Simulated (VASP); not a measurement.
# Ca (Fm-3m) in VASP: further runs

Runs on Ca. Level: PBEsol. Tasks: single point.

All numbers are computed with VASP 6.6.1; they aren't measurements. Logs are shortened: lines on timing, memory, paths and dates and some standing lists are left out, and cuts for length are marked.

### Step 1. The cell of the first run

Symmetry: Fm-3m, No. 225, cubic system. Conventional cell: a = 5.551 Å, b = 5.551 Å, c = 5.551 Å, α = 90.00°, β = 90.00°, γ = 90.00°. Ca (site symmetry m-3m) has 12 Ca at 3.93 Å within 5.2 Å.

### Step 2. Single point, PBEsol

File INCAR:

```
SYSTEM = Ca
PREC = Accurate
ENCUT = 520
EDIFF = 1E-7
ISMEAR = -1
SIGMA = 0.05
LREAL = .FALSE.
LASPH = .TRUE.
NELM = 60
ALGO = Normal
ISIF = 2
LWAVE = .FALSE.
LCHARG = .FALSE.
GGA = PS
NBANDS = 11
```

File KPOINTS:

```
Automatic mesh
0
G
  8 8 8
  0 0 0
```

File POSCAR:

```
Ca
1.0
    0.0000000000      2.7754464148      2.7754464148
    2.7754464148      0.0000000000      2.7754464148
    2.7754464148      2.7754464148      0.0000000000
Ca
1
Direct
    0.0000000000      0.0000000000      0.0000000000
```

Potentials or basis: VASP PAW PBE potentials, release 64 (Ca_sv).

The run is started by

```bash
$ cat potpaw_PBE.64/Ca_sv/POTCAR > POTCAR
$ mpirun -np 1 vasp_std > vasp.out
```

OUTCAR:

```text
SYSTEM = Ca
   PREC = Accurate
   ENCUT = 520
   EDIFF = 1E-7
   ISMEAR = -1
   LREAL = .FALSE.
   LASPH = .TRUE.
   NELM = 60
   ISIF = 2
   GGA = PS

 ion  position               nearest neighbor table
   1  0.000  0.000  0.000-

  LATTYP: Found a face centered cubic cell.
 ALAT       =     5.5508928296

  Lattice vectors:

 A1 = (   0.0000000000,   2.7754464148,   2.7754464148)
 A2 = (   2.7754464148,   0.0000000000,   2.7754464148)
 A3 = (   2.7754464148,   2.7754464148,   0.0000000000)

Analysis of symmetry for initial positions (statically):
=====================================================================
 Subroutine PRICEL returns:
 Original cell was already a primitive cell.

 Routine SETGRP: Setting up the symmetry group for a
 face centered cubic supercell.

 Subroutine GETGRP returns: Found 48 space group operations
 (whereof 48 operations were pure point group operations)
 out of a pool of 48 trial point group operations.

The static configuration has the point symmetry O_h .

Analysis of symmetry for dynamics (positions and initial velocities):
=====================================================================
 Subroutine PRICEL returns:
 Original cell was already a primitive cell.

 Routine SETGRP: Setting up the symmetry group for a
 face centered cubic supercell.

 Subroutine GETGRP returns: Found 48 space group operations
 (whereof 48 operations were pure point group operations)
 out of a pool of 48 trial point group operations.

The dynamic configuration has the point symmetry O_h .

 Subroutine INISYM returns: Found 48 space group operations
 (whereof 48 operations are pure point group operations),
 and found     1 'primitive' translations

----------------------------------------------------------------------------------------

                                     Primitive cell

  volume of cell :      42.7591

  direct lattice vectors                    reciprocal lattice vectors
     0.000000000  2.775446415  2.775446415    -0.180151199  0.180151199  0.180151199
     2.775446415  0.000000000  2.775446415     0.180151199 -0.180151199  0.180151199
     2.775446415  2.775446415  0.000000000     0.180151199  0.180151199 -0.180151199

  length of vectors
     3.925073961  3.925073961  3.925073961     0.312031030  0.312031030  0.312031030

  position of ions in fractional coordinates (direct lattice)
     0.000000000  0.000000000  0.000000000

  ion indices of the primitive-cell ions
   primitive index   ion index
                 1           1

----------------------------------------------------------------------------------------

 KPOINTS: Automatic mesh

Automatic generation of k-mesh.
 Grid dimensions read from file:
 generate k-points for:    8    8    8

 Generating k-lattice:

  Cartesian coordinates                     Fractional coordinates (reciprocal lattice)
    -0.022518900  0.022518900  0.022518900     0.125000000  0.000000000  0.000000000
     0.022518900 -0.022518900  0.022518900     0.000000000  0.125000000  0.000000000
     0.022518900  0.022518900 -0.022518900     0.000000000  0.000000000  0.125000000

  Length of vectors
     0.039003879  0.039003879  0.039003879

  Shift w.r.t. Gamma in fractional coordinates (k-lattice)
     0.000000000  0.000000000  0.000000000

 Subroutine IBZKPT returns following result:
 ===========================================

 Found     29 irreducible k-points:

 Following reciprocal coordinates:
            Coordinates               Weight
  0.000000  0.000000  0.000000      1.000000
  0.125000  0.000000  0.000000      8.000000
  0.250000  0.000000  0.000000      8.000000
  0.375000  0.000000  0.000000      8.000000
  0.500000  0.000000  0.000000      4.000000
  0.125000  0.125000  0.000000      6.000000
[... 16 lines left out ...]
  0.500000  0.250000  0.125000     48.000000
 -0.375000  0.250000  0.125000     24.000000
 [... further k-points ...]
   k-points           NKPTS =     29   k-points in BZ     NKDIM =     29   number of bands    NBANDS=     11
   number of dos      NEDOS =    301   number of ions     NIONS =      1
   total plane-waves  NPLWV =  27000
   dimension x,y,z NGX =    30 NGY =   30 NGZ =   30
   dimension x,y,z NGXF=    60 NGYF=   60 NGZF=   60
   ions per type =               1
   NGX,Y,Z   is equivalent  to a cutoff of  12.71, 12.71, 12.71 a.u.
   NGXF,Y,Z  is equivalent  to a cutoff of  25.41, 25.41, 25.41 a.u.
 SYSTEM =  Ca
   PREC   = accura    normal or accurate (medium, high low for compatibility)
   ISTART =      0    job   : 0-new  1-cont  2-samecut
   ICHARG =      2    charge: 1-file 2-atom 10-const
   ISPIN  =      1    spin polarized calculation?
   LNONCOLLINEAR =      F non collinear calculations
   LSORBIT =      F    spin-orbit coupling
   LASPH  =      T    aspherical Exc in radial PAW
   ENCUT  =  520.0 eV  38.22 Ry    6.18 a.u.   7.30  7.30  7.30*2*pi/ulx,y,z
   NELM   =     60;   NELMIN=  2; NELMDL= -5     # of ELM steps
   EDIFF  = 0.1E-06   stopping-criterion for ELM
   LREAL  =      F    real-space projection
   EDIFFG = 0.1E-05   stopping-criterion for IOM
   NSW    =      0    number of steps for IOM
   IBRION =     -1    ionic relax: 0-MD 1-quasi-New 2-CG
   NFREE  =      0    steps in history (QN), initial steepest desc. (CG)
   ISIF   =      2    stress and relaxation
   ISYM   =      2    0-nonsym 1-usesym 2-fastsym
   POTIM  = 0.5000    time-step for ionic-motion
   TEBEG  =    0.0;   TEEND  =   0.0 temperature during run
   PSTRESS=    0.0 pullay stress
   NELECT =      10.0000    total number of electrons
   NUPDOWN=      -1.0000    fix difference up-down
   EMIN   =  10.00;   EMAX   =-10.00  energy-range for DOS
   EFERMI =   0.00;   METHOD = LEGACY
   ISMEAR =    -1;   SIGMA  =   0.05  broadening in eV -4-tet -1-fermi 0-gaus
   EFERMI_NEDOS =   21; number of points for ismear=-14 and -15
   IALGO  =     38    algorithm
   IMIX   =      4    mixing-type and parameters
     AMIX     =   0.40;   BMIX     =  1.00
     AMIX_MAG =   1.60;   BMIX_MAG =  1.00
  volume/ion in A,a.u.               =      42.76       288.55
  Fermi-wavevector in a.u.,A,eV,Ry     =   1.008630  1.906035 13.841683  1.017335
  Thomas-Fermi vector in A             =   2.141509
   LORBIT       =      0    0 simple, 1 ext, 2 COOP (PROOUT), +10 PAW based schemes
   GGA     = PS    functional components
   LHFCALC =     F    Hartree Fock is set to
   AEXX    =    0.0000 exact exchange contribution
   IVDW    =     0    specifies the selected vdW correction
   LEPSILON=     F    determine dielectric tensor
   LRPA    =     F    only Hartree local field effects (RPA)
 non-spin polarized calculation
  energy-cutoff  :      520.00
  volume of cell :       42.76
 maximum number of plane-waves:      1174
 NGX is ok and might be reduce to    30
   NGX = 15   NGY = 15   NGZ = 15

 number of electron      10.0000000 magnetization

 number of electron       9.9999999 magnetization

 Free energy of the ion-electron system (eV)
  ---------------------------------------------------
  ext. energy  EPLUGINS =         0.00000000
  ---------------------------------------------------
  free energy    TOTEN  =        -2.13376552 eV

  energy without entropy =       -2.12199061  energy(sigma->0) =       -2.12787807

 E-fermi :   1.7969     XC(G=0):  -7.7681

 val. band max:        1.7605421442   @ k =  -0.3750   0.2500   0.1250
 cond. band min:       1.8645984530   @ k =   0.5000   0.1250   0.0000
 fundamental gap:      0.1040563088
 Fermi energy:         1.7969478201

 k-point     1 :       0.0000    0.0000    0.0000
  band No.  band energies     occupation
      1     -40.0286      2.00000
      2     -21.0223      2.00000
      3     -21.0223      2.00000
      4     -21.0223      2.00000
      5      -2.1709      2.00000
      6       4.1506      0.00000
      7       4.1506      0.00000
      8       4.1506      0.00000
      9       5.2131      0.00000
     10       5.2131      0.00000
     11      10.9109      0.00000

 k-point     2 :       0.1250    0.0000    0.0000
  band No.  band energies     occupation
      1     -40.0267      2.00000
      2     -21.0423      2.00000
      3     -21.0251      2.00000
      4     -21.0251      2.00000
      5      -1.9080      2.00000
      6       3.8788      0.00000
      7       4.2404      0.00000
      8       4.2404      0.00000
      9       5.1421      0.00000
     10       5.1421      0.00000
     11      11.0140      0.00000

 k-point     3 :       0.2500    0.0000    0.0000
  band No.  band energies     occupation
      1     -40.0221      2.00000
      2     -21.0900      2.00000
      3     -21.0317      2.00000
      4     -21.0317      2.00000
      5      -1.1604      2.00000
      6       3.2414      0.00000
      7       4.2851      0.00000
      8       4.2851      0.00000
      9       5.2238      0.00000
     10       5.2238      0.00000
     11       9.1464      0.00000

 k-point     4 :       0.3750    0.0000    0.0000
  band No.  band energies     occupation
      1     -40.0174      2.00000
      2     -21.1371      2.00000
      3     -21.0383      2.00000
      4     -21.0383      2.00000
      5      -0.0681      2.00000
      6       2.4240      0.00001
      7       4.1257      0.00000
      8       4.1257      0.00000
      9       5.6448      0.00000
     10       5.6448      0.00000
     11       7.5796      0.00000

 k-point     5 :       0.5000    0.0000    0.0000
  band No.  band energies     occupation
      1     -40.0155      2.00000
      2     -21.1565      2.00000
      3     -21.0410      2.00000
      4     -21.0410      2.00000
      5       0.8430      2.00000
      6       1.6731      1.84506
      7       4.0401      0.00000
      8       4.0401      0.00000
      9       5.8934      0.00000
     10       5.8934      0.00000
     11       6.9661      0.00000
[... 211 lines left out ...]
 k-point    21 :       0.5000    0.5000    0.0000
  band No.  band energies     occupation
      1     -40.0112      2.00000
      2     -21.1488      2.00000
      3     -21.0716      2.00000
      4     -21.0716      2.00000
      5       1.3925      1.99939
      6       2.4130      0.00001
      7       2.7782      0.00000
      8       5.8878      0.00000
      9       6.0734      0.00000
     10       6.0734      0.00000
     11       7.7831      0.00000

 k-point    22 :       0.3750    0.2500    0.1250
  band No.  band energies     occupation
      1     -40.0186      2.00000
      2     -21.1017      2.00000
      3     -21.0563      2.00000
      4     -21.0401      2.00000
      5      -0.5322      2.00000
      6       3.0320      0.00000
      7       3.7923      0.00000
      8       4.7029      0.00000
      9       4.8315      0.00000
     10       5.7430      0.00000
     11       9.1548      0.00000

 k-point    23 :       0.5000    0.2500    0.1250
  band No.  band energies     occupation
      1     -40.0149      2.00000
      2     -21.1271      2.00000
      3     -21.0711      2.00000
      4     -21.0479      2.00000
      5       0.5033      2.00000
      6       2.5335      0.00000
      7       3.3854      0.00000
      8       4.5457      0.00000
      9       5.3877      0.00000
     10       6.1183      0.00000
     11       7.5524      0.00000

 k-point    24 :      -0.3750    0.2500    0.1250
  band No.  band energies     occupation
      1     -40.0133      2.00000
      2     -21.1381      2.00000
      3     -21.0758      2.00000
      4     -21.0522      2.00000
      5       1.5027      1.99445
      6       1.7605      1.34878
      7       3.3267      0.00000
      8       4.4501      0.00000
      9       5.7306      0.00000
     10       6.2856      0.00000
     11       6.7094      0.00000

 [... further k-points ...]
[... 5 lines left out ...]
  --------------------------------------------------------------------------------------
  -------------------------------------------------------------------------------------
  Total       -0.2320173     -0.2320173     -0.2320173     -0.0000000     -0.0000000      0.0000000
  in kB       -8.6936550     -8.6936550     -8.6936550     -0.0000000     -0.0000000      0.0000000
  external PRESSURE =      -8.6936550 kB  Pullay stress =       0.0000000 kB

 VOLUME and BASIS-vectors are now :
 -----------------------------------------------------------------------------
  energy-cutoff  :      520.00
  volume of cell :       42.76
      direct lattice vectors                 reciprocal lattice vectors
     0.000000000  2.775446415  2.775446415    -0.180151199  0.180151199  0.180151199
     2.775446415  0.000000000  2.775446415     0.180151199 -0.180151199  0.180151199
     2.775446415  2.775446415  0.000000000     0.180151199  0.180151199 -0.180151199

 POSITION                                       TOTAL-FORCE (eV/Angst)
 -----------------------------------------------------------------------------------
      0.00000      0.00000      0.00000         0.000000     -0.000000     -0.000000
 -----------------------------------------------------------------------------------
    total drift:                               -0.000000     -0.000000      0.000000

  FREE ENERGIE OF THE ION-ELECTRON SYSTEM (eV)
  ---------------------------------------------------
  free  energy   TOTEN  =        -2.1337655210 eV

  energy  without entropy=       -2.1219906124  energy(sigma->0) =       -2.12787807
```

Run time: 14 s. Hardware: 1 thread of Intel Xeon Platinum 8259CL at 2.50GHz (Skylake/Cascade Lake), shared host; peak memory 0.16 GiB.

What came out:

```
Free energy            : -2.1338 eV
Pressure               : -0.9 GPa
Band gap on the k mesh : zero (band 5 reaches 2.05 eV, above the bottom of band 6 at 1.67 eV)
```

Levels at points of the mesh, in eV from the Fermi level:
```tsv
k point	band 1	band 2	band 3	band 4	band 5	band 6	band 7	band 8	band 9	band 10
(0.00, 0.00, 0.00)	-41.83	-22.82	-22.82	-22.82	-3.97	2.35	2.35	2.35	3.42	3.42
(0.50, 0.00, 0.00)	-41.81	-22.95	-22.84	-22.84	-0.95	-0.12	2.24	2.24	4.10	4.10
(0.50, 0.50, 0.00)	-41.81	-22.95	-22.87	-22.87	-0.40	0.62	0.98	4.09	4.28	4.28
```

Caveat: the PAW data sets were made with another functional, which shifts forces and pressure a little.

[end of part 1 of 2]
